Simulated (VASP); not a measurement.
Set up this calculation in VASP 6.6.1, as the native input.

```
Task                   : single point
Functional             : PBEsol
Potentials or basis    : VASP PAW PBE potentials, release 64 (Mo_sv)
Cutoff                 : 500 eV
k mesh                 : 22 × 22 × 22
Occupations            : gaussian, width 0.15 eV
Spin                   : no spin polarisation
Dipole correction      : no
Further INCAR settings : ALGO = Normal; EDIFF = 1e-06; NBANDS = 13
```

The structure of Mo lies in POSCAR:

```
Mo
1.0
   -1.6181300000      1.6181300000      1.5238700000
    1.6181300000     -1.6181300000      1.5238700000
    1.6181300000      1.6181300000     -1.5238700000
Mo
1
Direct
    0.0000000000      0.0000000000      0.0000000000
```

This cell differs from its parent crystal: strain +0.030 along x and y, -0.030 along z.

These files were run (other wordings do the same):

INCAR

```
SYSTEM = Mo
PREC = Accurate
ENCUT = 500
EDIFF = 1E-6
ISMEAR = 0
SIGMA = 0.15
LREAL = .FALSE.
LASPH = .TRUE.
NELM = 120
ALGO = Normal
ISIF = 2
LWAVE = .FALSE.
LCHARG = .TRUE.
GGA = PS
LELF = .TRUE.
LVHAR = .TRUE.
NBANDS = 13
GGA_COMPAT = .FALSE.
```

KPOINTS

```
Automatic mesh
0
G
  22 22 22
  0 0 0
```

Potentials or basis: VASP PAW PBE potentials, release 64 (Mo_sv).

Run with:

```sh
$ cat potpaw_PBE.64/Mo_sv/POTCAR > POTCAR
$ mpirun -np 1 vasp_std > vasp.out
```

Results of the run:

The pressure is -9.5 GPa and the band gap on the k mesh is zero (bands 7 and 8 overlap by 5.06 eV).

Caveat: the cell differs from its parent crystal (strain +0.030 along x and y, -0.030 along z); the cell stands under tension; the PAW data sets were made with another functional, which shifts forces and pressure a little.

Wall time 3 min on 1 thread of Intel Xeon 8259CL (shared host), peak memory 0.25 GiB.
